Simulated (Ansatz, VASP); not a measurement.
MgO: VASP beside Ansatz

```
Mg O
1.0
     3.31529    0.00000    0.00000
    -1.65764    2.87112    0.00000
     0.00000    0.00000    5.12155
Mg O
2 2
Cartesian
  0.0000 1.8768 0.0324
  1.6576 0.9943 2.5931
  0.0000 1.9485 2.0398
  1.6576 0.9226 4.6006
```

Change from the starting cell: mode 4 frozen in at +0.000 Å and mode 5 at -0.037 Å (largest displacements).

Alike in both runs: task single point; functional PBE; k mesh 9 × 9 × 6; occupations gaussian, width 0.05 eV; no spin polarisation.

|  | VASP | Ansatz |
| --- | --- | --- |
| version | VASP 6.6.1 | Ansatz 0.2.0 |
| potentials or method | VASP PAW PBE potentials, release 64 (Mg, O), cutoff 520 eV | scalar-relativistic, plane waves, PAW |
| valence electrons in the cell | 16 | 32 |

```csv
,VASP,Ansatz,Ansatz less VASP
gap on the k mesh at the Fermi level (eV),3.38,3.40,+0.020
least direct gap on the mesh (eV),3.38,3.40,+0.020
pressure (GPa),-0.5,0.0,+0.44
"traceless stress, the component that is largest in VASP (GPa)",-0.07,-0.06,+0.011
rms of the force components (eV/Å),0.055,0.054,-0.0006
```

Atom by atom the forces differ by 0.001 eV/Å (rms over components). The functional is the same, so the differences come from potentials, cutoffs and numerics. VASP's potentials hold 16 valence electrons a cell and Ansatz's 32, so a difference there can come from the potentials and not from the codes.
